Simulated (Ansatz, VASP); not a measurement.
# BaTe: VASP beside Ansatz

POSCAR

```
BaTe
1.0
    0.0000000000      3.8554462862      3.8554462862
    3.8554462862      0.0000000000      3.8554462862
    3.8554462862      3.8554462862      0.0000000000
Ba Te
1 1
Direct
    0.0000000000      0.0000000000      0.0000000000
    0.2500000000      0.2500000000      0.2500000000
```

Contents of INCAR.step1:

```
  ALGO = Normal
  EDIFF = 1E-5
  ENCUT = 550
  GGA = PE
  GGA_COMPAT = F
  ISMEAR = 0
  LASPH = T
  LCHARG = F
  LREAL = F
  LWAVE = T
  NBANDS = 15
  NELM = 120
  PREC = Accurate
  SIGMA = 0.01
```

File INCAR.step2:

```
  ALGO = Normal
  EDIFF = 1E-6
  ENCUT = 550
  GGA_COMPAT = F
  ISIF = 2
  ISMEAR = 0
  ISTART = 1
  LASPH = T
  LCHARG = T
  LELF = T
  LMIXTAU = T
  LREAL = F
  LVHAR = T
  LWAVE = F
  METAGGA = R2SCAN
  NBANDS = 15
  NELM = 120
  PREC = Accurate
  SIGMA = 0.01
```

KPOINTS

```
k-points
0
Gamma
  6 6 6
```

Input for Ansatz:

```yaml
crystal:
  lattice:
    - [0.0, 3.8554462862, 3.8554462862]
    - [3.8554462862, 0.0, 3.8554462862]
    - [3.8554462862, 3.8554462862, 0.0]
  atoms:
    - { symbol: Ba, position: [0.0, 0.0, 0.0] }
    - { symbol: Te, position: [0.25, 0.25, 0.25] }
kpoints:
  mp_grid: { grid: [6, 6, 6] }
  band_path:
    path:
      - [0.0, 0.0, 0.0]
      - [-0.5, -0.5, 0.0]
      - [-0.375, -0.375, 0.25]
      - [-0.375, 0.0, 0.375]
      - [0.0, 0.0, 0.5]
      - [-0.5, -0.25, 0.25]
      - [0.25, -0.5, -0.25]
    npoints: 1
hamiltonian:
  xc: r2scan
scf:
  occupations: { method: fixed }
  n_extra_bands: 4
output:
  forces: true
  stress: true
  eigenvalues: true
```

Change from the starting cell: hydrostatic strain -1.5%.

Alike in both runs: task single point; functional r2SCAN; k mesh 6 × 6 × 6; no spin polarisation.

```csv
,VASP,Ansatz
version,VASP 6.6.1,Ansatz 0.2.0
potentials or method,"VASP PAW PBE potentials, release 64 (Ba_sv, Te)","plane waves, PAW"
plane-wave cutoff (eV),550,500
occupations,"gaussian, width 0.01 eV",fixed
valence electrons in the cell,16,26
```

VASP gave:

```
gap on the k mesh at the Fermi level (eV) : 3.01
pressure (GPa)                            : 1.2
```

Task: What did Ansatz give for the same quantities?

Result: gap on the k mesh at the Fermi level (eV): 3.00; pressure (GPa): 0.9.

VASP's potentials were made for PBE, not for r2SCAN. VASP's potentials hold 16 valence electrons a cell and Ansatz's 26, so a difference there can come from the potentials and not from the codes.

Neither program's run includes spin-orbit coupling.
